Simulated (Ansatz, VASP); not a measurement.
## Ga2SnO2 in VASP and in Ansatz

```
Ga Sn O
1.0
     2.96491    0.00000    0.00000
     0.00000    2.96491    0.00000
     0.00000    0.00000    8.85324
Ga Sn O
2 1 2
Direct
  0.50000 0.50000 0.35478
  0.50000 0.50000 0.64522
  0.00000 0.00000 0.00000
  0.00000 0.00000 0.71266
  0.00000 0.00000 0.28734
```

Alike in both runs: functional PBE; k mesh 12 × 12 × 4; occupations gaussian, width 0.1 eV; no spin polarisation.

Ansatz relaxed the structure, and its values are those at the end. VASP's run is a single point on that final structure, the one shown.

|  | VASP | Ansatz |
| --- | --- | --- |
| version | VASP 6.6.1 | Ansatz 0.2.0 |
| potentials or method | VASP PAW PBE potentials, release 64 (Ga_d, Sn_d, O), cutoff 520 eV | scalar-relativistic, plane waves, PAW |
| valence electrons in the cell | 52 | 52 |

VASP gave:

| Quantity | Value |
| --- | --- |
| gap on the k mesh at the Fermi level (eV) | none |
| pressure (GPa) | 0.3 |
| rms of the force components (eV/Å) | 0.017 |

Task: What did Ansatz give for the same quantities?

Result: gap on the k mesh at the Fermi level (eV): none; pressure (GPa): 0.0; rms of the force components (eV/Å): 0.000.

A gap of «none» marks a metal or a gap that the smearing closes.
